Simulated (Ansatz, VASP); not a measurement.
**Zr2B in VASP and in Ansatz**

```
CELL_PARAMETERS angstrom
0.00000 2.96421 2.96421
2.96421 0.00000 2.96421
2.96421 2.96421 0.00000
ATOMIC_POSITIONS crystal
Zr 0.25000 0.25000 0.25000
Zr 0.75000 0.75000 0.75000
B 0.00000 0.00000 0.00000
```

Change from the starting cell: species swapped into the Mg2Ge type (Fm-3m, No. 225).

Alike in both runs: functional PBE; k mesh 14 × 14 × 14; occupations gaussian, width 0.1 eV; no spin polarisation.

Ansatz relaxed the structure, and its values are those at the end. VASP's run is a single point on that final structure, the one shown.

|  | VASP | Ansatz |
| --- | --- | --- |
| version | VASP 6.6.1 | Ansatz 0.2.0 |
| potentials or method | VASP PAW PBE potentials, release 64 (Zr_sv, B), cutoff 520 eV | scalar-relativistic, plane waves, PAW |
| valence electrons in the cell | 27 | 27 |

```tsv
	VASP	Ansatz	Ansatz less VASP
gap on the k mesh at the Fermi level (eV)	none	none	-
pressure (GPa)	0.1	0.0	-0.05
```

A gap of «none» marks a metal or a gap that the smearing closes.
